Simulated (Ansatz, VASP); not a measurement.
# LaSiO in VASP and in Ansatz

File INCAR:

```
  ALGO = Normal
  EDIFF = 1E-6
  EDIFFG = -0.04
  ENCUT = 600
  GGA = PE
  IBRION = 2
  ISIF = 3
  ISMEAR = 0
  LASPH = T
  LCHARG = F
  LREAL = F
  LWAVE = F
  NELM = 80
  NSW = 90
  PREC = Accurate
  SIGMA = 0.1
```

Contents of KPOINTS:

```
k-points
0
Gamma
  4 4 4
```

POSCAR

```
LaSiO
1.0
    3.8113420800      0.0000000000      0.0000000000
    0.0000000000      3.8113420800      0.0000000000
    0.0000000000      0.0000000000      6.3905744300
La Si O
2 2 2
Direct
    0.0000000000      0.5000000000      0.8259321500
    0.5000000000      0.0000000000      0.1740678500
    0.5000000000      0.0000000000      0.6278773500
    0.0000000000      0.5000000000      0.3721226500
    0.0000000000      0.0000000000      0.0000000000
    0.5000000000      0.5000000000      0.0000000000
```

Input for Ansatz:

```yaml
crystal:
  lattice:
    - [3.81134208, 0.0, 0.0]
    - [0.0, 3.81134208, 0.0]
    - [0.0, 0.0, 6.39057443]
  atoms:
    - { symbol: La, position: [0.0, 0.5, 0.82593215] }
    - { symbol: La, position: [0.5, 0.0, 0.17406785] }
    - { symbol: Si, position: [0.5, 0.0, 0.62787735] }
    - { symbol: Si, position: [0.0, 0.5, 0.37212265] }
    - { symbol: O, position: [0.0, 0.0, 0.0] }
    - { symbol: O, position: [0.5, 0.5, 0.0] }
basis:
  ecutwfc: 420
kpoints:
  mp_grid: { grid: [4, 4, 4] }
hamiltonian:
  xc: pbe
scf:
  occupations: { method: gaussian, width: 0.1 }
  lower_state_search: "off"
output:
  forces: true
  stress: true
  eigenvalues: true
relax:
  adjacent_minimum: "off"
  f_tol: 0.04
  max_steps: 70
  cell: { stress_tol: 0.4 }
```

Change from the starting cell: species swapped into the NdClO type (P4/nmm, No. 129).

Alike in both runs: task relaxation of cell and atoms; functional PBE; k mesh 4 × 4 × 4; occupations gaussian, width 0.1 eV; no spin polarisation.

|  | VASP | Ansatz |
| --- | --- | --- |
| version | VASP 6.6.1 | Ansatz 0.2.0 |
| potentials or method | VASP PAW PBE potentials, release 64 (La, Si, O), cutoff 600 eV | scalar-relativistic, plane waves, PAW |
| valence electrons in the cell | 42 | 42 |

|  | VASP | Ansatz | Ansatz less VASP |
| --- | --- | --- | --- |
| gap on the k mesh at the Fermi level, each at its own relaxed structure (eV) | none | none | - |
| relaxed volume (Å³/atom) | 20.72 | 20.90 | +0.174 |
| relaxed length of the cell vector where the two differ most in proportion (Å) | 8.181 | 8.229 | +0.0473 |

A gap of «none» marks a metal or a gap that the smearing closes.

The k mesh is coarse, so the values compare programs but aren't converged. Spin-orbit coupling is off throughout. Noted on VASP's run: the volume moved by over 15 % at a fixed basis, so the end points are rough.
